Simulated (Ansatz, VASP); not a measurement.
# Au in VASP and in Ansatz

File POSCAR:

```
Au
1.0
    2.7484100000      0.0000000000      0.0000000000
    0.0000000000      2.7484100000      0.0000000000
    0.0000000000      0.0000000000      2.7484100000
Au
1
Direct
    0.5000000000      0.5000000000      0.5000000000
```

The input INCAR.step1:

```
SYSTEM = Au
ALGO     = Normal         ! electronic algorithm
EDIFF    = 1E-5           ! SCF threshold, eV
ENCUT    = 520            ! plane-wave cutoff, eV
GGA      = PE             ! functional
GGA_COMPAT= .FALSE.      
ISIF     = 2              ! what is computed and relaxed
ISMEAR   = -1             ! smearing method
LASPH    = .TRUE.         ! aspherical terms in the spheres
LCHARG   = .FALSE.        ! write CHGCAR
LMAXMIX  = 4              ! l up to which the mixer works
LORBIT   = 11             ! projections on sites
LORBMOM  = .TRUE.       
LREAL    = .FALSE.        ! projectors in reciprocal space
LSORBIT  = .TRUE.         ! spin-orbit coupling
LWAVE    = .TRUE.         ! write WAVECAR
MAGMOM   = 0 0 0          ! initial moments
NBANDS   = 22             ! bands
NELM     = 150            ! most SCF steps
PREC     = Accurate       ! precision mode
SIGMA    = 0.05           ! smearing width, eV
```

The input INCAR.step2:

```
SYSTEM = Au
AEXX     = 0.25           ! exact-exchange fraction
ALGO     = Normal         ! electronic algorithm
EDIFF    = 1E-6           ! SCF threshold, eV
ENCUT    = 520            ! plane-wave cutoff, eV
GGA      = PE             ! functional
GGA_COMPAT= .FALSE.      
ISIF     = 2              ! what is computed and relaxed
ISMEAR   = -1             ! smearing method
ISTART   = 1            
LASPH    = .TRUE.         ! aspherical terms in the spheres
LCHARG   = .FALSE.        ! write CHGCAR
LHFCALC  = .TRUE.         ! exact exchange
LMAXMIX  = 4              ! l up to which the mixer works
LORBIT   = 11             ! projections on sites
LORBMOM  = .TRUE.       
LREAL    = .FALSE.        ! projectors in reciprocal space
LSORBIT  = .TRUE.         ! spin-orbit coupling
LWAVE    = .FALSE.        ! write WAVECAR
MAGMOM   = 0 0 0          ! initial moments
NBANDS   = 22             ! bands
NELM     = 150            ! most SCF steps
PREC     = Accurate       ! precision mode
PRECFOCK = Normal       
SIGMA    = 0.05           ! smearing width, eV
```

KPOINTS

```
k-points
0
G
  4 4 4
  0 0 0
```

The input input:

```
crystal:
  lattice:
    - [2.74841, 0.0, 0.0]
    - [0.0, 2.74841, 0.0]
    - [0.0, 0.0, 2.74841]
  atoms:
    - { symbol: Au, position: [0.5, 0.5, 0.5] }
hamiltonian:
  xc: pbe0
  pseudopotentials: { kind: paw_fr }
magnetization:
  noncollinear: true
  spin_orbit: true
kpoints:
  mp_grid: { grid: [4, 4, 4] }
scf:
  occupations: { method: fermi_dirac, width: 0.05 }
output:
  forces: true
  stress: true
  eigenvalues: true
```

Alike in both runs: task single point; functional PBE0; k mesh 4 × 4 × 4; occupations fermi-dirac, width 0.05 eV; non-collinear spin, spin-orbit coupling.

|  | VASP | Ansatz |
| --- | --- | --- |
| version | VASP 6.6.1 | Ansatz 0.2.0 |
| potentials or method | VASP PAW PBE potentials, release 64 (Au) | Ansatz PAW |
| plane-wave cutoff (eV) | 520 | 420 |
| valence electrons in the cell | 11 | 19 |

|  | VASP | Ansatz | Ansatz less VASP |
| --- | --- | --- | --- |
| pressure (GPa) | -6.8 | -6.6 | +0.20 |

With one functional, cell and mesh, what is left measures potentials, basis and numerics. VASP's potentials hold 11 valence electrons a cell and Ansatz's 19, so a difference there can come from the potentials and not from the codes.

The k mesh is coarse, so the values compare programs but aren't converged.
